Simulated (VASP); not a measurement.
# C (Pm-3m) in VASP: notebook

Runs on C. Level: r2SCAN. Tasks: single point, relaxation of cell and atoms.

All numbers are computed with VASP 6.6.1; they aren't measurements. Logs are shortened: lines on timing, memory, paths and dates and some standing lists are left out, and cuts for length are marked.

## Step 1: The cell of the first run

It takes space group Pm-3m (No. 221, cubic). The conventional cell has a = 1.777 Å, b = 1.777 Å, c = 1.777 Å, α = 90.00°, β = 90.00°, γ = 90.00°. Within 2.4 Å of C (site symmetry m-3m) lie 6 C at 1.78 Å.

## Step 2: Single point, r2SCAN

Input file POSCAR:

```
C
1.0
    1.7769548870      0.0000000000      0.0000000000
    0.0000000000      1.7769548870      0.0000000000
    0.0000000000      0.0000000000      1.7769548870
C
1
Direct
    0.0000000000      0.0000000000      0.0000000000
```

Input file INCAR.step1:

```
ALGO     = Normal         # electronic algorithm
EDIFF    = 1E-4           # SCF threshold, eV
ENCUT    = 520            # plane-wave cutoff, eV
GGA      = PE             # functional
ISMEAR   = 0              # smearing method
LASPH    = T              # aspherical terms in the spheres
LCHARG   = F              # write CHGCAR
LREAL    = F              # projectors in reciprocal space
LWAVE    = T              # write WAVECAR
NBANDS   = 8              # bands
NELM     = 80             # most SCF steps
PREC     = Accurate       # precision mode
SIGMA    = 0.1            # smearing width, eV
```

Input file INCAR.step2:

```
ALGO     = Normal         # electronic algorithm
EDIFF    = 1E-6           # SCF threshold, eV
ENCUT    = 520            # plane-wave cutoff, eV
ISIF     = 2              # what is computed and relaxed
ISMEAR   = 0              # smearing method
ISTART   = 1            
LASPH    = T              # aspherical terms in the spheres
LCHARG   = F              # write CHGCAR
LMIXTAU  = T            
LREAL    = F              # projectors in reciprocal space
LWAVE    = F              # write WAVECAR
METAGGA  = R2SCAN         # meta-GGA
NBANDS   = 8              # bands
NELM     = 80             # most SCF steps
PREC     = Accurate       # precision mode
SIGMA    = 0.1            # smearing width, eV
```

Input file KPOINTS:

```
k-points
0
Gamma
  30 30 30
```

Potentials or basis: VASP PAW PBE potentials, release 64 (C).

On the command line:

```bash
cat potpaw_PBE.64/C/POTCAR > POTCAR
cp INCAR.step1 INCAR
mpirun -np 1 vasp_std > vasp.out
cp INCAR.step2 INCAR
mpirun -np 1 vasp_std > vasp.out
```

OUTCAR:

```text
EDIFF = 1E-6
   ENCUT = 520
   ISIF = 2
   ISMEAR = 0
   ISTART = 1
   LASPH = T
   LREAL = F
   METAGGA = R2SCAN
   NELM = 80
   PREC = Accurate

 ion  position               nearest neighbor table
   1  0.000  0.000  0.000-

  LATTYP: Found a simple cubic cell.
 ALAT       =     1.7769548870

  Lattice vectors:

 A1 = (   1.7769548870,   0.0000000000,   0.0000000000)
 A2 = (   0.0000000000,   1.7769548870,   0.0000000000)
 A3 = (   0.0000000000,   0.0000000000,   1.7769548870)

Analysis of symmetry for initial positions (statically):
=====================================================================
 Subroutine PRICEL returns:
 Original cell was already a primitive cell.

 Routine SETGRP: Setting up the symmetry group for a
 simple cubic supercell.

 Subroutine GETGRP returns: Found 48 space group operations
 (whereof 48 operations were pure point group operations)
 out of a pool of 48 trial point group operations.

The static configuration has the point symmetry O_h .

Analysis of symmetry for dynamics (positions and initial velocities):
=====================================================================
 Subroutine PRICEL returns:
 Original cell was already a primitive cell.

 Routine SETGRP: Setting up the symmetry group for a
 simple cubic supercell.

 Subroutine GETGRP returns: Found 48 space group operations
 (whereof 48 operations were pure point group operations)
 out of a pool of 48 trial point group operations.

The dynamic configuration has the point symmetry O_h .

 Subroutine INISYM returns: Found 48 space group operations
 (whereof 48 operations are pure point group operations),
 and found     1 'primitive' translations

----------------------------------------------------------------------------------------

                                     Primitive cell

  volume of cell :       5.6109

  direct lattice vectors                    reciprocal lattice vectors
     1.776954887  0.000000000  0.000000000     0.562760488  0.000000000  0.000000000
     0.000000000  1.776954887  0.000000000     0.000000000  0.562760488  0.000000000
     0.000000000  0.000000000  1.776954887     0.000000000  0.000000000  0.562760488

  length of vectors
     1.776954887  1.776954887  1.776954887     0.562760488  0.562760488  0.562760488

  position of ions in fractional coordinates (direct lattice)
     0.000000000  0.000000000  0.000000000

  ion indices of the primitive-cell ions
   primitive index   ion index
                 1           1

----------------------------------------------------------------------------------------

 KPOINTS: k-points

Automatic generation of k-mesh.
 Grid dimensions read from file:
 generate k-points for:   30   30   30

 Generating k-lattice:

  Cartesian coordinates                     Fractional coordinates (reciprocal lattice)
     0.018758683  0.000000000  0.000000000     0.033333333  0.000000000  0.000000000
     0.000000000  0.018758683  0.000000000     0.000000000  0.033333333  0.000000000
     0.000000000  0.000000000  0.018758683     0.000000000  0.000000000  0.033333333

  Length of vectors
     0.018758683  0.018758683  0.018758683

  Shift w.r.t. Gamma in fractional coordinates (k-lattice)
     0.000000000  0.000000000  0.000000000

 Subroutine IBZKPT returns following result:
 ===========================================

 Found    816 irreducible k-points:

 Following reciprocal coordinates:
            Coordinates               Weight
  0.000000  0.000000  0.000000      1.000000
  0.033333  0.000000  0.000000      6.000000
  0.066667  0.000000  0.000000      6.000000
  0.100000  0.000000  0.000000      6.000000
  0.133333  0.000000  0.000000      6.000000
  0.166667  0.000000  0.000000      6.000000
[... 16 lines left out ...]
  0.233333  0.033333  0.000000     24.000000
  0.266667  0.033333  0.000000     24.000000
 [... further k-points ...]
   k-points           NKPTS =    816   k-points in BZ     NKDIM =    816   number of bands    NBANDS=      8
   number of dos      NEDOS =    301   number of ions     NIONS =      1
   total plane-waves  NPLWV =   2744
   dimension x,y,z NGX =    14 NGY =   14 NGZ =   14
   dimension x,y,z NGXF=    28 NGYF=   28 NGZF=   28
   ions per type =               1
   NGX,Y,Z   is equivalent  to a cutoff of  13.10, 13.10, 13.10 a.u.
   NGXF,Y,Z  is equivalent  to a cutoff of  26.20, 26.20, 26.20 a.u.
 SYSTEM =  unknown system
   PREC   = accura    normal or accurate (medium, high low for compatibility)
   ISTART =      1    job   : 0-new  1-cont  2-samecut
   ICHARG =      0    charge: 1-file 2-atom 10-const
   ISPIN  =      1    spin polarized calculation?
   LNONCOLLINEAR =      F non collinear calculations
   LSORBIT =      F    spin-orbit coupling
   LASPH  =      T    aspherical Exc in radial PAW
   ENCUT  =  520.0 eV  38.22 Ry    6.18 a.u.   3.30  3.30  3.30*2*pi/ulx,y,z
   NELM   =     80;   NELMIN=  2; NELMDL=  0     # of ELM steps
   EDIFF  = 0.1E-05   stopping-criterion for ELM
   LREAL  =      F    real-space projection
   EDIFFG = 0.1E-04   stopping-criterion for IOM
   NSW    =      0    number of steps for IOM
   IBRION =     -1    ionic relax: 0-MD 1-quasi-New 2-CG
   NFREE  =      0    steps in history (QN), initial steepest desc. (CG)
   ISIF   =      2    stress and relaxation
   ISYM   =      2    0-nonsym 1-usesym 2-fastsym
   POTIM  = 0.5000    time-step for ionic-motion
   TEBEG  =    0.0;   TEEND  =   0.0 temperature during run
   PSTRESS=    0.0 pullay stress
   NELECT =       4.0000    total number of electrons
   NUPDOWN=      -1.0000    fix difference up-down
   EMIN   =  10.00;   EMAX   =-10.00  energy-range for DOS
   EFERMI =   0.00;   METHOD = LEGACY
   ISMEAR =     0;   SIGMA  =   0.10  broadening in eV -4-tet -1-fermi 0-gaus
   EFERMI_NEDOS =   21; number of points for ismear=-14 and -15
   IALGO  =     38    algorithm
   IMIX   =      4    mixing-type and parameters
     AMIX     =   0.40;   BMIX     =  1.00
     AMIX_MAG =   1.60;   BMIX_MAG =  1.00
  volume/ion in A,a.u.               =       5.61        37.86
  Fermi-wavevector in a.u.,A,eV,Ry     =   1.462464  2.763656 29.100141  2.138800
  Thomas-Fermi vector in A             =   2.578674
   LORBIT       =      0    0 simple, 1 ext, 2 COOP (PROOUT), +10 PAW based schemes
   METAGGA = R2SCAN    functional components
   LHFCALC =     F    Hartree Fock is set to
   AEXX    =    0.0000 exact exchange contribution
   IVDW    =     0    specifies the selected vdW correction
   LEPSILON=     F    determine dielectric tensor
   LRPA    =     F    only Hartree local field effects (RPA)
 non-spin polarized calculation
 Gauss-broadening in eV      SIGMA  =   0.10
  energy-cutoff  :      520.00
  volume of cell :        5.61
 maximum number of plane-waves:       160
 NGX is ok and might be reduce to    14
   NGX =  7   NGY =  7   NGZ =  7

 number of electron       4.0000000 magnetization

 Free energy of the ion-electron system (eV)
  ---------------------------------------------------
  ext. energy  EPLUGINS =         0.00000000
  ---------------------------------------------------
  free energy    TOTEN  =        -7.03889683 eV

  energy without entropy =       -7.03762284  energy(sigma->0) =       -7.03825983

 E-fermi :  10.7982     XC(G=0): -14.8698

 val. band max:       10.7878395250   @ k =   0.2333   0.0333   0.0000
 cond. band min:      10.8031852347   @ k =   0.4333   0.4000   0.3000
 fundamental gap:      0.0153457098
 Fermi energy:        10.7982290341

 k-point     1 :       0.0000    0.0000    0.0000
  band No.  band energies     occupation
      1     -12.4764      2.00000
      2      20.7475      0.00000
      3      20.7475      0.00000
      4      20.7475      0.00000
      5      37.2538      0.00000
      6      37.2538      0.00000
      7      43.6886      0.00000
      8      69.4134      0.00000

 k-point     2 :       0.0333    0.0000    0.0000
  band No.  band energies     occupation
      1     -12.4308      2.00000
      2      20.3824      0.00000
      3      20.7788      0.00000
      4      20.7788      0.00000
      5      37.3046      0.00000
      6      37.6478      0.00000
      7      43.6902      0.00000
      8      69.1061      0.00000

 k-point     3 :       0.0667    0.0000    0.0000
  band No.  band energies     occupation
      1     -12.2940      2.00000
      2      19.3870      0.00000
      3      20.8703      0.00000
      4      20.8703      0.00000
      5      37.4567      0.00000
      6      38.7220      0.00000
      7      43.7023      0.00000
      8      68.2157      0.00000

 k-point     4 :       0.1000    0.0000    0.0000
  band No.  band energies     occupation
      1     -12.0658      2.00000
      2      17.9608      0.00000
      3      21.0232      0.00000
      4      21.0232      0.00000
      5      37.7094      0.00000
      6      40.2264      0.00000
      7      43.7618      0.00000
      8      66.8930      0.00000

 k-point     5 :       0.1333    0.0000    0.0000
  band No.  band energies     occupation
      1     -11.7465      2.00000
      2      16.2841      0.00000
      3      21.2323      0.00000
      4      21.2323      0.00000
      5      38.0615      0.00000
      6      41.7881      0.00000
      7      44.0374      0.00000
      8      65.2736      0.00000
[... 177 lines left out ...]
 k-point    22 :       0.2000    0.0333    0.0000
  band No.  band energies     occupation
      1     -10.7902      2.00000
      2      12.6469      0.00000
      3      21.4959      0.00000
      4      21.8271      0.00000
      5      39.3379      0.00000
      6      42.8815      0.00000
      7      46.8655      0.00000
      8      61.3456      0.00000

 k-point    23 :       0.2333    0.0333    0.0000
  band No.  band energies     occupation
      1     -10.1993      2.00000
      2      10.7878      1.11681
      3      21.8428      0.00000
      4      22.1660      0.00000
      5      39.9631      0.00000
      6      42.8325      0.00000
      7      48.6983      0.00000
      8      59.5807      0.00000

 k-point    24 :       0.2667    0.0333    0.0000
  band No.  band energies     occupation
      1      -9.5187      2.00000
      2       8.9514      2.00000
      3      22.2144      0.00000
      4      22.5282      0.00000
      5      40.6694      0.00000
      6      42.7224      0.00000
      7      50.3723      0.00000
      8      57.9102      0.00000

 [... further k-points ...]
[... 5 lines left out ...]
  --------------------------------------------------------------------------------------
  -------------------------------------------------------------------------------------
  Total        0.0222818      0.0222818      0.0222818      0.0000000      0.0000000      0.0000000
  in kB        6.3625648      6.3625648      6.3625648      0.0000000      0.0000000      0.0000000
  external PRESSURE =       6.3625648 kB  Pullay stress =       0.0000000 kB

 VOLUME and BASIS-vectors are now :
 -----------------------------------------------------------------------------
  energy-cutoff  :      520.00
  volume of cell :        5.61
      direct lattice vectors                 reciprocal lattice vectors
     1.776954887  0.000000000  0.000000000     0.562760488  0.000000000  0.000000000
     0.000000000  1.776954887  0.000000000     0.000000000  0.562760488  0.000000000
     0.000000000  0.000000000  1.776954887     0.000000000  0.000000000  0.562760488

 POSITION                                       TOTAL-FORCE (eV/Angst)
 -----------------------------------------------------------------------------------
      0.00000      0.00000      0.00000         0.000000      0.000000      0.000000
 -----------------------------------------------------------------------------------
    total drift:                                0.000000     -0.000000     -0.000000

  FREE ENERGIE OF THE ION-ELECTRON SYSTEM (eV)
  ---------------------------------------------------
  free  energy   TOTEN  =        -7.0388968266 eV

  energy  without entropy=       -7.0376228361  energy(sigma->0) =       -7.03825983
```

It took 2.7 min on 1 thread of AMD EPYC 7R13, shared host; peak memory 0.1 GiB.

What came out:

```yaml
Free_energy: -7.0389 eV
Pressure: 0.6 GPa
Band_gap_on_the_k_mesh: zero (band 2 reaches 20.75 eV, above the bottom of band 3 at 7.51 eV)
```

Caveat: the PAW data sets were made with another functional, which shifts forces and pressure a little.

## Step 3: Relaxation of cell and atoms, r2SCAN

This run uses another cell than the first one, of 5.42 Å³/atom, 0.965 times its volume.

Input file POSCAR:

```
C
1.0
    1.7560741914      0.0000000000      0.0000000000
    0.0000000000      1.7560741914      0.0000000000
    0.0000000000      0.0000000000      1.7560741914
C
1
Direct
    0.0000000000      0.0000000000      0.0000000000
```

Input file INCAR.step1:

```
ALGO = Normal
EDIFF = 1E-4
ENCUT = 600
GGA = PE
ISMEAR = 0
LASPH = T
LCHARG = F
LREAL = F
LWAVE = T
NELM = 100
PREC = Accurate
SIGMA = 0.1
```

Input file INCAR.step2:

```
ALGO = Normal
EDIFF = 1E-6
EDIFFG = -0.01
ENCUT = 600
IBRION = 2
ISIF = 3
ISMEAR = 0
ISTART = 1
LASPH = T
LCHARG = F
LMIXTAU = T
LREAL = F
LWAVE = F
METAGGA = R2SCAN
NELM = 100
NSW = 100
PREC = Accurate
SIGMA = 0.1
```

KPOINTS is that of step 2.

Potentials or basis: VASP PAW PBE potentials, release 64 (C).

On the command line:

```bash
cat potpaw_PBE.64/C/POTCAR > POTCAR
cp INCAR.step1 INCAR
mpirun -np 1 vasp_std > vasp.out
cp INCAR.step2 INCAR
mpirun -np 1 vasp_std > vasp.out
```

Run time: 2.1 min. Hardware: 1 thread of AMD EPYC 9R45 (Zen 5), shared host; peak memory 0.1 GiB.

Results (log left out):

```yaml
Free_energy: -7.0396 eV
Relaxed_volume: 5.62 Å³/atom
Relaxed_cell: a = 1.777 Å, b = 1.777 Å, c = 1.777 Å, α = 90.00°, β = 90.00°, γ = 90.00°
Space_group_after_relaxing_to_0.05_Å: Pm-3m (No. 221)
Energy_gained_by_relaxing: 8.0 meV/atom
Ionic_steps: 3
Pressure_after_relaxing: 0.0 GPa
Band_gap_on_the_k_mesh: zero (band 2 reaches 20.73 eV, above the bottom of band 3 at 7.50 eV)
```

The path:
| step | energy change (eV) | largest force (eV/Å) | pressure (GPa) | volume (Å³) |
| --- | --- | --- | --- | --- |
| 1 | 0.0000 | 0.0000 | 13.30 | 5.42 |
| 2 | -0.0033 | 0.0000 | -9.13 | 5.78 |
| 3 | -0.0080 | 0.0000 | -0.04 | 5.62 |

Final structure:
```
C
1.0
     1.77742    0.00000    0.00000
     0.00000    1.77742    0.00000
     0.00000    0.00000    1.77742
C
1
Direct
  0.00000 0.00000 0.00000
```

Levels at points of the mesh, in eV from the Fermi level:
```csv
k point,band 1,band 2,band 3,band 4,band 5
"(0.00, 0.00, 0.00)",-23.26,9.94,9.94,9.94,26.45
"(0.50, 0.00, 0.00)",-13.58,-12.61,13.48,13.48,31.56
"(0.50, 0.50, 0.00)",-6.32,-6.32,-3.29,8.92,16.37
"(0.50, 0.50, 0.50)",-1.04,-1.04,-1.04,8.61,18.26
```

Caveat: the PAW data sets were made with another functional, which shifts forces and pressure a little.
